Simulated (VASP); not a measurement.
HfO2:

```
Hf O
1.0
     2.98818    0.00000    0.00000
    -1.49409    2.58784    0.00000
     0.00000    0.00000    4.82056
Hf O
1 2
Direct
  0.00000 0.00000 0.00000
  0.33333 0.66667 0.25200
  0.66667 0.33333 0.74800
```

| Property | Result |
| --- | --- |
| Program | VASP 6.6.1 |
| Task | relaxation of cell and atoms |
| Functional | PBE |
| Potentials or basis | VASP PAW PBE potentials, release 64 (Hf_pv, O) |
| Cutoff | 600 eV |
| k mesh | 14 × 14 × 8 |
| Occupations | gaussian, width 0.05 eV |
| Spin | no spin polarisation |

At the start: pressure 11.6 GPa; volume 12.43 Å³/atom.

**Question.** Where does the relaxation end?

**Answer.** Over 27 steps the energy falls by 404.7 meV/atom and the volume is 16.04 Å³/atom (+29.1 %); space group P-3m1 (No. 164, to 0.1 Å) before and after.

The path:
```tsv
step	energy change (eV)	largest force (eV/Å)	pressure (GPa)	volume (Å³)
1	0.0000	2.7487	11.64	37.28
2	-1.0178	1.0904	-10.76	41.85
3	-1.0434	1.3607	-7.72	41.12
4	-1.0033	1.1870	16.16	38.10
5	-1.1278	0.2948	1.88	39.71
6	-1.1279	0.2703	2.12	39.68
7	-1.1435	0.1644	1.17	40.31
8	-1.1545	0.1393	-1.20	42.23
9	-1.1566	0.0637	-0.61	41.71
10	-1.1680	0.1344	0.32	42.01
11	-1.1840	0.3620	3.29	42.87
12	-1.1933	0.2333	2.20	43.43
13	-1.2052	0.1441	-0.84	45.10
14	-1.2067	0.1464	-0.55	45.31
15	-1.2084	0.1471	0.26	45.88
16	-1.2098	0.1118	0.43	46.15
17	-1.2125	0.0089	0.75	46.96
18	-1.2099	0.2671	1.59	48.60
19	-1.2128	0.0966	1.06	47.44
20	-1.2138	0.0444	0.20	47.97
21	-1.2138	0.0286	0.01	48.12
22	-1.2135	0.0011	-0.44	48.42
23	-1.2138	0.0240	-0.14	48.19
24	-1.2138	0.0281	-0.11	48.15
25	-1.2139	0.0253	0.01	48.12
26	-1.2140	0.0212	0.18	48.08
27	-1.2140	0.0050	0.01	48.12
```

Final structure:
```
CELL_PARAMETERS angstrom
3.23882 0.00000 0.00000
-1.61941 2.80490 0.00000
0.00000 0.00000 5.29694
ATOMIC_POSITIONS crystal
Hf 0.00000 0.00000 0.00000
O 0.33333 0.66667 0.18206
O 0.66667 0.33333 0.81794
```

Caveat: the volume moved by over 15 % at a fixed basis, so the end points are rough.
